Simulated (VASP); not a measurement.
A run of VASP 6.6.1:

File INCAR:

```
PREC = Accurate
ENCUT = 520
EDIFF = 1E-7
ISMEAR = 0
SIGMA = 0.05
LREAL = False
LASPH = True
NELM = 100
ALGO = Normal
ISIF = 2
LWAVE = False
LCHARG = False
GGA = PS
NBANDS = 46
```

Contents of KPOINTS:

```
Automatic mesh
0
Gamma
  4 4 8
```

POSCAR

```
Zn4HO4
1.0
    5.5148137916      0.0000000000      0.0000000000
    0.0000000000      5.5148137916      0.0000000000
    0.0000000000      0.0000000000      3.2430062931
Zn O H
4 4 1
Direct
    0.1820657240      0.1820657240      0.5000000000
    0.8179342760      0.8179342760      0.5000000000
    0.6820657240      0.3179342760      0.0000000000
    0.3179342760      0.6820657240      0.0000000000
    0.8180023132      0.1819976868      0.5000000000
    0.1819976868      0.8180023132      0.5000000000
    0.6819976868      0.6819976868      0.0000000000
    0.3180023132      0.3180023132      0.0000000000
    1.0000405349     -0.6180023132      0.0000000000
```

Potentials or basis: VASP PAW PBE potentials, release 64 (Zn, O, H).

Command:

```console
$ cat potpaw_PBE.64/Zn/POTCAR potpaw_PBE.64/O/POTCAR potpaw_PBE.64/H/POTCAR > POTCAR
$ mpirun -np 1 vasp_std > vasp.out
```

Hardware: 1 thread of AMD EPYC 9R45 (Zen 5) (shared host).

Question: Estimate the wall time of this run.

Answer: Run time: 2.8 min on 1 thread of AMD EPYC 9R45 (Zen 5) (shared host), peak memory 0.27 GiB. Counts: scf iterations 18, k points 50.
